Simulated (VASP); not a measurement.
# Cu in VASP: a series of runs

Cu is run at these levels: PBE+D3(BJ); tasks: single point, relaxation of the atoms.

Program: VASP 6.6.1. These are calculated values, not measurements. Logs are shortened: lines on timing, memory, paths and dates and some standing lists are left out, and cuts for length are marked.

## (1) The cell of the first run

The cell holds a slab with vacuum, 3 atoms: a = 2.519 Å, b = 2.519 Å, c = 17.562 Å, α = 90.00°, β = 90.00°, γ = 90.00°.

## (2) Single point, PBE+D3(BJ)

INCAR reads:

```
SYSTEM = Cu
PREC = Accurate
ENCUT = 520
EDIFF = 1E-6
ISMEAR = 0
SIGMA = 0.1
LREAL = .False.
LASPH = .True.
NELM = 100
ALGO = Normal
ISIF = 2
LWAVE = .False.
LCHARG = .True.
LDIPOL = .True.
IDIPOL = 3
DIPOL = 0.5 0.5 0.500
GGA = PE
IVDW = 12
LELF = .True.
LVHAR = .True.
LVACPOTAV = .True.
NBANDS = 24
```

KPOINTS reads:

```
Automatic mesh
0
Gamma
  11 11 1
  0 0 0
```

POSCAR reads:

```
Cu
1.0
    2.5189143994      0.0000000000      0.0000000000
    0.0000000000      2.5189143994      0.0000000000
    0.0000000000      0.0000000000     17.5622829061
Cu
3
Direct
    0.5000000000      0.5000000000      0.3985814394
    0.0000000000      0.0000000000      0.5000000000
    0.5000000000      0.5000000000      0.6014185606
```

Potentials or basis: VASP PAW PBE potentials, release 64 (Cu).

On the command line:

```console
$ cat potpaw_PBE.64/Cu/POTCAR > POTCAR
$ mpirun -np 1 vasp_std > vasp.out
```

OUTCAR:

```text
SYSTEM = Cu
   PREC = Accurate
   ENCUT = 520
   EDIFF = 1E-6
   ISMEAR = 0
   LREAL = .False.
   LASPH = .True.
   NELM = 100
   ISIF = 2
   GGA = PE
   IVDW = 12
 IVDW          = 12

 ion  position               nearest neighbor table
   1  0.500  0.500  0.399-   2 2.52   2 2.52   2 2.52   2 2.52
   2  0.000  0.000  0.500-   1 2.52   3 2.52   1 2.52   3 2.52   1 2.52   3 2.52   1 2.52   3 2.52

   3  0.500  0.500  0.601-   2 2.52   2 2.52   2 2.52   2 2.52

  LATTYP: Found a simple tetragonal cell.
 ALAT       =     2.5189143994
 C/A-ratio  =     6.9721634488

  Lattice vectors:

 A1 = (   2.5189143994,   0.0000000000,   0.0000000000)
 A2 = (   0.0000000000,   2.5189143994,   0.0000000000)
 A3 = (   0.0000000000,   0.0000000000,  17.5622829061)

Analysis of symmetry for initial positions (statically):
=====================================================================
 Subroutine PRICEL returns:
 Original cell was already a primitive cell.

 Routine SETGRP: Setting up the symmetry group for a
 simple tetragonal supercell.

 Subroutine GETGRP returns: Found 16 space group operations
 (whereof 16 operations were pure point group operations)
 out of a pool of 16 trial point group operations.

The static configuration has the point symmetry D_4h.

Analysis of symmetry for dynamics (positions and initial velocities):
=====================================================================
 Subroutine PRICEL returns:
 Original cell was already a primitive cell.

 Routine SETGRP: Setting up the symmetry group for a
 simple tetragonal supercell.

 Subroutine GETGRP returns: Found 16 space group operations
 (whereof 16 operations were pure point group operations)
 out of a pool of 16 trial point group operations.

The dynamic configuration has the point symmetry D_4h.

 Subroutine INISYM returns: Found 16 space group operations
 (whereof 16 operations are pure point group operations),
 and found     1 'primitive' translations

----------------------------------------------------------------------------------------

                                     Primitive cell

  volume of cell :     111.4315

  direct lattice vectors                    reciprocal lattice vectors
     2.518914399  0.000000000  0.000000000     0.396996420  0.000000000  0.000000000
     0.000000000  2.518914399  0.000000000     0.000000000  0.396996420  0.000000000
     0.000000000  0.000000000 17.562282906     0.000000000  0.000000000  0.056940206

  length of vectors
     2.518914399  2.518914399 17.562282906     0.396996420  0.396996420  0.056940206
[... 82 lines left out ...]
   NSW    =      0    number of steps for IOM
   IBRION =     -1    ionic relax: 0-MD 1-quasi-New 2-CG
   NFREE  =      0    steps in history (QN), initial steepest desc. (CG)
   ISIF   =      2    stress and relaxation
   ISYM   =      2    0-nonsym 1-usesym 2-fastsym
   POTIM  = 0.5000    time-step for ionic-motion
   TEBEG  =    0.0;   TEEND  =   0.0 temperature during run
   PSTRESS=    0.0 pullay stress
   NELECT =      33.0000    total number of electrons
   NUPDOWN=      -1.0000    fix difference up-down
   EMIN   =  10.00;   EMAX   =-10.00  energy-range for DOS
   EFERMI =   0.00;   METHOD = LEGACY
   ISMEAR =     0;   SIGMA  =   0.10  broadening in eV -4-tet -1-fermi 0-gaus
   EFERMI_NEDOS =   21; number of points for ismear=-14 and -15
   IALGO  =     38    algorithm
   IMIX   =      4    mixing-type and parameters
     AMIX     =   0.40;   BMIX     =  1.00
     AMIX_MAG =   1.60;   BMIX_MAG =  1.00
  volume/ion in A,a.u.               =      37.14       250.66
  Fermi-wavevector in a.u.,A,eV,Ry     =   1.091215  2.062097 16.201131  1.190750
  Thomas-Fermi vector in A             =   2.227455
   LORBIT       =      0    0 simple, 1 ext, 2 COOP (PROOUT), +10 PAW based schemes
   GGA     = PE    functional components
   LHFCALC =     F    Hartree Fock is set to
   AEXX    =    0.0000 exact exchange contribution
   IVDW    =    12    specifies the selected vdW correction
   LEPSILON=     F    determine dielectric tensor
   LRPA    =     F    only Hartree local field effects (RPA)
 non-spin polarized calculation
 Gauss-broadening in eV      SIGMA  =   0.10
  energy-cutoff  :      520.00
  volume of cell :      111.43
 maximum number of plane-waves:      3037
 NGX is ok and might be reduce to    20
   NGX =  9   NGY =  9   NGZ = 65

 number of electron      32.9999997 magnetization

 dipolmoment           0.000000      0.000000     -0.000000 electrons x Angstroem

 Free energy of the ion-electron system (eV)
  ---------------------------------------------------
  ext. energy  EPLUGINS =         0.00000000
  ---------------------------------------------------
  free energy    TOTEN  =       -10.01566040 eV

  energy without entropy =      -10.00962298  energy(sigma->0) =      -10.01264169

 E-fermi :  -0.6966     XC(G=0):  -5.0696

 val. band max:       -0.7254513520   @ k =   0.3636   0.1818   0.0000
 cond. band min:      -0.6750833473   @ k =   0.1818   0.0000   0.0000
 fundamental gap:      0.0503680047
 Fermi energy:        -0.6965699179

 k-point     1 :       0.0000    0.0000    0.0000
  band No.  band energies     occupation
      1      -9.2120      2.00000
      2      -6.6745      2.00000
      3      -5.4440      2.00000
      4      -4.8718      2.00000
      5      -4.0992      2.00000
      6      -3.7241      2.00000
[... 556 lines left out ...]
     23       8.8104      0.00000
     24       9.5155      0.00000

------------------------ aborting loop because EDIFF is reached ----------------------------------------

 Edisp (eV)   -1.09466

 E8    (eV) :    -0.4950

  FORCE on cell =-STRESS in cart. coord.  units (eV):
  Direction    XX          YY          ZZ          XY          YZ          ZX
  --------------------------------------------------------------------------------------
  -------------------------------------------------------------------------------------
  Total      -1.10395    -1.10395     0.03318     0.00000     0.00000    -0.00000
  in kB     -15.87272   -15.87272     0.47703     0.00000     0.00000    -0.00000
  external pressure =      -10.42 kB  Pullay stress =        0.00 kB

 VOLUME and BASIS-vectors are now :
 -----------------------------------------------------------------------------
  energy-cutoff  :      520.00
  volume of cell :      111.43
      direct lattice vectors                 reciprocal lattice vectors
     2.518914399  0.000000000  0.000000000     0.396996420  0.000000000  0.000000000
     0.000000000  2.518914399  0.000000000     0.000000000  0.396996420  0.000000000
     0.000000000  0.000000000 17.562282906     0.000000000  0.000000000  0.056940206

 POSITION                                       TOTAL-FORCE (eV/Angst)
 -----------------------------------------------------------------------------------
      1.25946      1.25946      7.00000        -0.000000     -0.000000     -0.017954
      0.00000      0.00000      8.78114         0.000000     -0.000000      0.000000
      1.25946      1.25946     10.56228         0.000000      0.000000      0.017954
 -----------------------------------------------------------------------------------
    total drift:                               -0.000000      0.000000      0.000000

  FREE ENERGIE OF THE ION-ELECTRON SYSTEM (eV)
  ---------------------------------------------------
  free  energy   TOTEN  =       -11.1103181410 eV

  energy  without entropy=      -11.1042807195  energy(sigma->0) =      -11.10729943

 vacuum level on the upper side and lower side of the slab         3.905         3.905
```

OSZICAR:

```text
N       E                     dE             d eps       ncg     rms          rms(c)
DAV:   1     0.249882831381E+03    0.24988E+03   -0.14004E+04  1008   0.159E+03
DAV:   2     0.301655541933E+01   -0.24687E+03   -0.23329E+03  1008   0.311E+02
DAV:   3    -0.119209413999E+02   -0.14937E+02   -0.14284E+02  1216   0.123E+02
DAV:   4    -0.122562717398E+02   -0.33533E+00   -0.33503E+00  1160   0.213E+01
[... 12 lines left out ...]
DAV:  17    -0.100156040448E+02   -0.37283E-05   -0.80735E-06  1160   0.102E-01    0.949E-03
DAV:  18    -0.100156500553E+02   -0.46011E-04   -0.11687E-05  1064   0.604E-02    0.240E-03
DAV:  19    -0.100156564162E+02   -0.63609E-05   -0.83722E-07   768   0.974E-03    0.281E-03
DAV:  20    -0.100156601564E+02   -0.37401E-05   -0.59983E-07   728   0.120E-02    0.622E-04
DAV:  21    -0.100156604039E+02   -0.24758E-06   -0.66295E-08   840   0.284E-03
   1 F= -.11110318E+02 E0= -.11107299E+02  d E =-.603742E-02
```

It took 44 s on 1 thread of Intel Xeon Platinum 8559C (Emerald Rapids), shared host; peak memory 0.24 GiB.

Results:

```
Free energy                : -11.1103 eV
Largest force              : 0.018 eV/Å
Dispersion energy per atom : -0.365 eV
```

Forces on the atoms (eV/Å):
```
Cu   0.000  0.000 -0.018
Cu   0.000  0.000  0.000
Cu   0.000  0.000  0.018
```

## (3) Relaxation of the atoms, PBE+D3(BJ)

INCAR reads:

```
SYSTEM = Cu
PREC = Accurate
ENCUT = 520
EDIFF = 1E-7
ISMEAR = 0
SIGMA = 0.1
LREAL = .False.
LASPH = .True.
NELM = 80
ALGO = Normal
ISIF = 2
LWAVE = .False.
LCHARG = .False.
LDIPOL = .True.
IDIPOL = 3
DIPOL = 0.5 0.5 0.500
GGA = PE
IVDW = 12
IBRION = 2
NSW = 70
EDIFFG = -0.03
```

KPOINTS reads:

```
regular mesh
0
Gamma
  11 11 1
  0 0 0
```

POSCAR reads:

```
Cu
1.0
    2.5189143994      0.0000000000      0.0000000000
    0.0000000000      2.5189143994      0.0000000000
    0.0000000000      0.0000000000     17.5622829061
Cu
3
Selective dynamics
Direct
    0.5000000000      0.5000000000      0.3985814394  F F F
    0.0000000000      0.0000000000      0.5000000000  T T T
    0.5000000000      0.5000000000      0.6014185606  T T T
```

Potentials or basis: VASP PAW PBE potentials, release 64 (Cu).

On the command line:

```console
$ cat potpaw_PBE.64/Cu/POTCAR > POTCAR
$ mpirun -np 1 vasp_std > vasp.out
```

It took 41 s on 1 thread of Intel Xeon Platinum 8559C (Emerald Rapids), shared host; peak memory 0.24 GiB.

It converged, with:

| Item | Value |
| --- | --- |
| Free energy | -11.1103 eV |
| Dispersion energy per atom | -0.365 eV |

Final structure:
```
CELL_PARAMETERS angstrom
2.51891 0.00000 0.00000
0.00000 2.51891 0.00000
0.00000 0.00000 17.56228
ATOMIC_POSITIONS crystal
Cu 0.50000 0.50000 0.39858
Cu 0.00000 0.00000 0.50000
Cu 0.50000 0.50000 0.60142
```

Levels at points of the mesh, in eV from the Fermi level:
| k point | band 13 | band 14 | band 15 | band 16 | band 17 | band 18 | band 19 | band 20 |
| --- | --- | --- | --- | --- | --- | --- | --- | --- |
| (0.00, 0.00, 0.00) | -1.84 | -1.46 | -1.39 | -1.39 | -1.37 | -0.97 | 1.10 | 4.21 |

Caveat: the relaxation stopped at its first step, so nothing moved.
